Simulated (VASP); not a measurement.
# SiNi2 (P6/mmm) in VASP: a series of runs

SiNi2 is run at these levels: PBE; tasks: single point, relaxation of cell and atoms.

Program: VASP 6.6.1. These are calculated values, not measurements. Logs are shortened: lines on timing, memory, paths and dates and some standing lists are left out, and cuts for length are marked.

**1. The cell of the first run**

It takes space group P6/mmm (No. 191, hexagonal). The conventional cell has a = 3.967 Å, b = 3.967 Å, c = 2.482 Å, α = 90.00°, β = 90.00°, γ = 120.00°. Within 3.3 Å of Si (site symmetry 6/mmm) lie 2 Si at 2.48 Å and 12 Ni at 2.61 Å. Ni (site symmetry -6m2) has 5 Ni at 2.29 to 2.48 Å and 6 Si at 2.61 Å within 3.0 Å.

**2. Single point, PBE**

INCAR reads:

```
PREC = Accurate
ENCUT = 520
EDIFF = 1E-6
ISMEAR = 0
SIGMA = 0.1
LREAL = False
LASPH = True
NELM = 100
ALGO = Normal
ISIF = 2
LWAVE = False
LCHARG = True
GGA = PE
LELF = True
LVHAR = True
NBANDS = 19
```

KPOINTS reads:

```
regular mesh
0
Gamma
  12 12 18
```

POSCAR reads:

```
SiNi2
1.0
    3.9669050090      0.0000000000      0.0000000000
   -1.9834525045      3.4354405122      0.0000000000
    0.0000000000      0.0000000000      2.4824966292
Si Ni
1 2
Direct
    0.0000000000      0.0000000000      0.0000000000
    0.3333333333      0.6666666667      0.5000000000
    0.6666666667      0.3333333333      0.5000000000
```

Potentials or basis: VASP PAW PBE potentials, release 64 (Si, Ni).

Run with:

```
$ cat potpaw_PBE.64/Si/POTCAR potpaw_PBE.64/Ni/POTCAR > POTCAR
$ mpirun -np 1 vasp_std > vasp.out
```

OUTCAR:

```text
PREC = Accurate
   ENCUT = 520
   EDIFF = 1E-6
   ISMEAR = 0
   LREAL = False
   LASPH = True
   NELM = 100
   ISIF = 2
   GGA = PE

 ion  position               nearest neighbor table
   1  0.000  0.000  0.000-   2 2.61   3 2.61   2 2.61   3 2.61   3 2.61   3 2.61   2 2.61   2 2.61
                             3 2.61   3 2.61   2 2.61   2 2.61
   2  0.333  0.667  0.500-   3 2.29   3 2.29   3 2.29   1 2.61   1 2.61   1 2.61   1 2.61   1 2.61
                             1 2.61
   3  0.667  0.333  0.500-   2 2.29   2 2.29   2 2.29   1 2.61   1 2.61   1 2.61   1 2.61   1 2.61
                             1 2.61

  LATTYP: Found a hexagonal cell.
 ALAT       =     3.9669050090
 C/A-ratio  =     0.6258018842

  Lattice vectors:

 A1 = (   3.9669050090,   0.0000000000,   0.0000000000)
 A2 = (  -1.9834525045,   3.4354405122,   0.0000000000)
 A3 = (   0.0000000000,   0.0000000000,   2.4824966292)

Analysis of symmetry for initial positions (statically):
=====================================================================
 Subroutine PRICEL returns:
 Original cell was already a primitive cell.

 Routine SETGRP: Setting up the symmetry group for a
 hexagonal supercell.

 Subroutine GETGRP returns: Found 24 space group operations
 (whereof 24 operations were pure point group operations)
 out of a pool of 24 trial point group operations.

The static configuration has the point symmetry D_6h.

Analysis of symmetry for dynamics (positions and initial velocities):
=====================================================================
 Subroutine PRICEL returns:
 Original cell was already a primitive cell.

 Routine SETGRP: Setting up the symmetry group for a
 hexagonal supercell.

 Subroutine GETGRP returns: Found 24 space group operations
 (whereof 24 operations were pure point group operations)
 out of a pool of 24 trial point group operations.

The dynamic configuration has the point symmetry D_6h.

 Subroutine INISYM returns: Found 24 space group operations
 (whereof 24 operations are pure point group operations),
 and found     1 'primitive' translations

----------------------------------------------------------------------------------------

                                     Primitive cell

  volume of cell :      33.8316

  direct lattice vectors                    reciprocal lattice vectors
     3.966905009  0.000000000  0.000000000     0.252085693  0.145541743  0.000000000
    -1.983452504  3.435440512  0.000000000     0.000000000  0.291083486  0.000000000
     0.000000000  0.000000000  2.482496629     0.000000000  0.000000000  0.402820285

  length of vectors
     3.966905009  3.966905009  2.482496629     0.291083486  0.291083486  0.402820285

  position of ions in fractional coordinates (direct lattice)
     0.000000000  0.000000000  0.000000000
     0.333333333  0.666666667  0.500000000
     0.666666667  0.333333333  0.500000000

  ion indices of the primitive-cell ions
   primitive index   ion index
                 1           1
                 2           2
                 3           3

----------------------------------------------------------------------------------------

 KPOINTS: regular mesh

Automatic generation of k-mesh.
 Grid dimensions read from file:
 generate k-points for:   12   12   18

 Generating k-lattice:

  Cartesian coordinates                     Fractional coordinates (reciprocal lattice)
     0.021007141  0.012128479  0.000000000     0.083333333  0.000000000  0.000000000
     0.000000000  0.024256957  0.000000000     0.000000000  0.083333333  0.000000000
     0.000000000  0.000000000  0.022378905     0.000000000  0.000000000  0.055555556

  Length of vectors
     0.024256957  0.024256957  0.022378905

  Shift w.r.t. Gamma in fractional coordinates (k-lattice)
     0.000000000  0.000000000  0.000000000

 Subroutine IBZKPT returns following result:
 ===========================================

 Found    190 irreducible k-points:

 Following reciprocal coordinates:
            Coordinates               Weight
  0.000000  0.000000  0.000000      1.000000
  0.083333  0.000000  0.000000      6.000000
  0.166667  0.000000  0.000000      6.000000
  0.250000  0.000000  0.000000      6.000000
  0.333333  0.000000  0.000000      6.000000
  0.416667  0.000000  0.000000      6.000000
[... 16 lines left out ...]
  0.250000  0.000000  0.055556     12.000000
  0.333333  0.000000  0.055556     12.000000
 [... further k-points ...]
   k-points           NKPTS =    190   k-points in BZ     NKDIM =    190   number of bands    NBANDS=     19
   number of dos      NEDOS =    301   number of ions     NIONS =      3
   total plane-waves  NPLWV =  16200
   dimension x,y,z NGX =    30 NGY =   30 NGZ =   18
   dimension x,y,z NGXF=    60 NGYF=   60 NGZF=   36
   ions per type =               1   2
   NGX,Y,Z   is equivalent  to a cutoff of  12.57, 12.57, 12.05 a.u.
   NGXF,Y,Z  is equivalent  to a cutoff of  25.14, 25.14, 24.11 a.u.
 SYSTEM =  unknown system
   PREC   = accura    normal or accurate (medium, high low for compatibility)
   ISTART =      0    job   : 0-new  1-cont  2-samecut
   ICHARG =      2    charge: 1-file 2-atom 10-const
   ISPIN  =      1    spin polarized calculation?
   LNONCOLLINEAR =      F non collinear calculations
   LSORBIT =      F    spin-orbit coupling
   LASPH  =      T    aspherical Exc in radial PAW
   ENCUT  =  520.0 eV  38.22 Ry    6.18 a.u.   7.38  7.38  4.62*2*pi/ulx,y,z
   NELM   =    100;   NELMIN=  2; NELMDL= -5     # of ELM steps
   EDIFF  = 0.1E-05   stopping-criterion for ELM
   LREAL  =      F    real-space projection
   EDIFFG = 0.1E-04   stopping-criterion for IOM
   NSW    =      0    number of steps for IOM
   IBRION =     -1    ionic relax: 0-MD 1-quasi-New 2-CG
   NFREE  =      0    steps in history (QN), initial steepest desc. (CG)
   ISIF   =      2    stress and relaxation
   ISYM   =      2    0-nonsym 1-usesym 2-fastsym
   POTIM  = 0.5000    time-step for ionic-motion
   TEBEG  =    0.0;   TEEND  =   0.0 temperature during run
   PSTRESS=    0.0 pullay stress
   NELECT =      24.0000    total number of electrons
   NUPDOWN=      -1.0000    fix difference up-down
   EMIN   =  10.00;   EMAX   =-10.00  energy-range for DOS
   EFERMI =   0.00;   METHOD = LEGACY
   ISMEAR =     0;   SIGMA  =   0.10  broadening in eV -4-tet -1-fermi 0-gaus
   EFERMI_NEDOS =   21; number of points for ismear=-14 and -15
   IALGO  =     38    algorithm
   IMIX   =      4    mixing-type and parameters
     AMIX     =   0.40;   BMIX     =  1.00
     AMIX_MAG =   1.60;   BMIX_MAG =  1.00
  volume/ion in A,a.u.               =      11.28        76.10
  Fermi-wavevector in a.u.,A,eV,Ry     =   1.460061  2.759115 29.004595  2.131778
  Thomas-Fermi vector in A             =   2.576555
   LORBIT       =      0    0 simple, 1 ext, 2 COOP (PROOUT), +10 PAW based schemes
   GGA     = PE    functional components
   LHFCALC =     F    Hartree Fock is set to
   AEXX    =    0.0000 exact exchange contribution
   IVDW    =     0    specifies the selected vdW correction
   LEPSILON=     F    determine dielectric tensor
   LRPA    =     F    only Hartree local field effects (RPA)
 non-spin polarized calculation
 Gauss-broadening in eV      SIGMA  =   0.10
  energy-cutoff  :      520.00
  volume of cell :       33.83
 maximum number of plane-waves:       933
 NGX is ok and might be reduce to    30
   NGX = 15   NGY = 15   NGZ =  9

 number of electron      24.0000038 magnetization

 Free energy of the ion-electron system (eV)
  ---------------------------------------------------
  ext. energy  EPLUGINS =         0.00000000
  ---------------------------------------------------
  free energy    TOTEN  =       -16.65936098 eV

  energy without entropy =      -16.64603176  energy(sigma->0) =      -16.65269637

 E-fermi :  10.8270     XC(G=0): -12.7648

 val. band max:       10.8223157584   @ k =   0.3333   0.0833   0.3889
 cond. band min:      10.8331534306   @ k =   0.1667   0.0833   0.5000
 fundamental gap:      0.0108376722
 Fermi energy:        10.8270373414

 k-point     1 :       0.0000    0.0000    0.0000
  band No.  band energies     occupation
      1      -1.9607      2.00000
      2       6.1272      2.00000
      3       6.1272      2.00000
      4       7.1081      2.00000
      5       8.1984      2.00000
      6       8.2271      2.00000
[... 11 lines left out ...]
     18      19.8417      0.00000
     19      23.5219      0.00000

 k-point     2 :       0.0833    0.0000    0.0000
  band No.  band energies     occupation
      1      -1.8837      2.00000
      2       5.8602      2.00000
      3       6.1612      2.00000
      4       7.1845      2.00000
      5       8.0563      2.00000
      6       8.2150      2.00000
[... 11 lines left out ...]
     18      19.9307      0.00000
     19      23.4938      0.00000

 k-point     3 :       0.1667    0.0000    0.0000
  band No.  band energies     occupation
      1      -1.6582      2.00000
      2       5.2468      2.00000
      3       6.2586      2.00000
      4       7.3155      2.00000
      5       7.7679      2.00000
      6       8.1824      2.00000
[... 11 lines left out ...]
     18      20.3238      0.00000
     19      23.4015      0.00000

 k-point     4 :       0.2500    0.0000    0.0000
  band No.  band energies     occupation
      1      -1.3033      2.00000
      2       4.4930      2.00000
      3       6.4050      2.00000
      4       7.3560      2.00000
      5       7.4502      2.00000
      6       8.1398      2.00000
[... 11 lines left out ...]
     18      22.0730      0.00000
     19      23.2166      0.00000

 k-point     5 :       0.3333    0.0000    0.0000
  band No.  band energies     occupation
      1      -0.8632      2.00000
      2       3.7234      2.00000
      3       6.5720      2.00000
      4       6.9360      2.00000
      5       7.5875      2.00000
      6       8.1008      2.00000
[... 11 lines left out ...]
     18      22.8221      0.00000
     19      24.1691      0.00000

 k-point     6 :       0.4167    0.0000    0.0000
  band No.  band energies     occupation
      1      -0.4409      2.00000
      2       3.0842      2.00000
      3       6.6365      2.00000
      4       6.7125      2.00000
      5       7.7196      2.00000
      6       8.0734      2.00000
[... 11 lines left out ...]
     18      22.0953      0.00000
     19      23.8187      0.00000

 k-point     7 :       0.5000    0.0000    0.0000
  band No.  band energies     occupation
      1      -0.2466      2.00000
      2       2.8140      2.00000
      3       6.5300      2.00000
      4       6.7691      2.00000
      5       7.7947      2.00000
      6       8.0089      2.00000
[... 11 lines left out ...]
     18      21.4787      0.00000
     19      22.7436      0.00000

 k-point     8 :       0.0833    0.0833    0.0000
  band No.  band energies     occupation
      1      -1.7324      2.00000
      2       5.4408      2.00000
      3       6.2156      2.00000
      4       7.2797      2.00000
      5       7.8615      2.00000
      6       8.1813      2.00000
[... 256 lines left out ...]
 k-point    20 :       0.0000    0.0000    0.0556
  band No.  band energies     occupation
      1      -1.8862      2.00000
      2       6.1660      2.00000
      3       6.1660      2.00000
      4       7.1430      2.00000
      5       8.2145      2.00000
      6       8.2145      2.00000
[... 11 lines left out ...]
     18      18.8660      0.00000
     19      24.6030      0.00000

 k-point    21 :       0.0833    0.0000    0.0556
  band No.  band energies     occupation
      1      -1.8095      2.00000
      2       5.9046      2.00000
      3       6.1987      2.00000
      4       7.2150      2.00000
      5       8.0797      2.00000
      6       8.2006      2.00000
[... 11 lines left out ...]
     18      19.1488      0.00000
     19      24.5802      0.00000

 k-point    22 :       0.1667    0.0000    0.0556
  band No.  band energies     occupation
      1      -1.5847      2.00000
      2       5.2992      2.00000
      3       6.2924      2.00000
      4       7.3417      2.00000
      5       7.7915      2.00000
      6       8.1627      2.00000
[... 11 lines left out ...]
     18      20.3668      0.00000
     19      24.4992      0.00000

 k-point    23 :       0.2500    0.0000    0.0556
  band No.  band energies     occupation
      1      -1.2312      2.00000
      2       4.5518      2.00000
      3       6.4323      2.00000
      4       7.3859      2.00000
      5       7.4759      2.00000
      6       8.1117      2.00000
[... 11 lines left out ...]
     18      22.1309      0.00000
     19      24.3100      0.00000

 k-point    24 :       0.3333    0.0000    0.0556
  band No.  band energies     occupation
      1      -0.7933      2.00000
      2       3.7880      2.00000
      3       6.5902      2.00000
      4       6.9742      2.00000
      5       7.6149      2.00000
      6       8.0620      2.00000
[... 11 lines left out ...]
     18      23.8566      0.00000
     19      24.1981      0.00000

 [... further k-points ...]

------------------------ aborting loop because EDIFF is reached ----------------------------------------

  FORCE on cell =-STRESS in cart. coord.  units (eV):
  Direction    XX          YY          ZZ          XY          YZ          ZX
  --------------------------------------------------------------------------------------
  -------------------------------------------------------------------------------------
  Total       -0.0089742     -0.0089742     -0.0253426      0.0000000      0.0000000      0.0000000
  in kB       -0.4249923     -0.4249923     -1.2001604      0.0000000      0.0000000      0.0000000
  external PRESSURE =      -0.6833817 kB  Pullay stress =       0.0000000 kB

 VOLUME and BASIS-vectors are now :
 -----------------------------------------------------------------------------
  energy-cutoff  :      520.00
  volume of cell :       33.83
      direct lattice vectors                 reciprocal lattice vectors
     3.966905009  0.000000000  0.000000000     0.252085693  0.145541743  0.000000000
    -1.983452504  3.435440512  0.000000000     0.000000000  0.291083486  0.000000000
     0.000000000  0.000000000  2.482496629     0.000000000  0.000000000  0.402820285

 POSITION                                       TOTAL-FORCE (eV/Angst)
 -----------------------------------------------------------------------------------
      0.00000      0.00000      0.00000         0.000000      0.000000      0.000000
     -0.00000      2.29029      1.24125         0.000000      0.000000      0.000000
      1.98345      1.14515      1.24125        -0.000000     -0.000000      0.000000
 -----------------------------------------------------------------------------------
    total drift:                               -0.000000      0.000000      0.000000

  FREE ENERGIE OF THE ION-ELECTRON SYSTEM (eV)
  ---------------------------------------------------
  free  energy   TOTEN  =       -16.6593609750 eV

  energy  without entropy=      -16.6460317642  energy(sigma->0) =      -16.65269637
```

Run time: 71 s. Hardware: 1 thread of Intel Xeon Platinum 8488C (Sapphire Rapids), shared host; peak memory 0.23 GiB.

What came out:

```
Free energy            : -16.6594 eV
Pressure               : -0.1 GPa
Band gap on the k mesh : zero (band 12 reaches 12.21 eV, above the bottom of band 13 at 10.27 eV)
```

Stress tensor (GPa, compression positive):
```
-0.04  0.00  0.00
 0.00 -0.04  0.00
 0.00  0.00 -0.12
```

Levels at points of the mesh, in eV from the Fermi level:
| k point | band 10 | band 11 | band 12 | band 13 | band 14 | band 15 |
| --- | --- | --- | --- | --- | --- | --- |
| (0.00, 0.00, 0.00) | -0.68 | -0.68 | 0.88 | 2.34 | 2.34 | 2.47 |
| (0.50, 0.00, 0.00) | -1.10 | -0.85 | -0.61 | -0.53 | 2.36 | 9.24 |
| (0.00, 0.00, 0.50) | -2.03 | -0.21 | 0.09 | 4.29 | 4.29 | 6.76 |
| (0.50, 0.00, 0.50) | -0.31 | -0.05 | 0.04 | 0.23 | 2.17 | 2.96 |

Spin polarisation is off, so any magnetic state and its effect on volume and gap are missing.

[end of part 1 of 2]
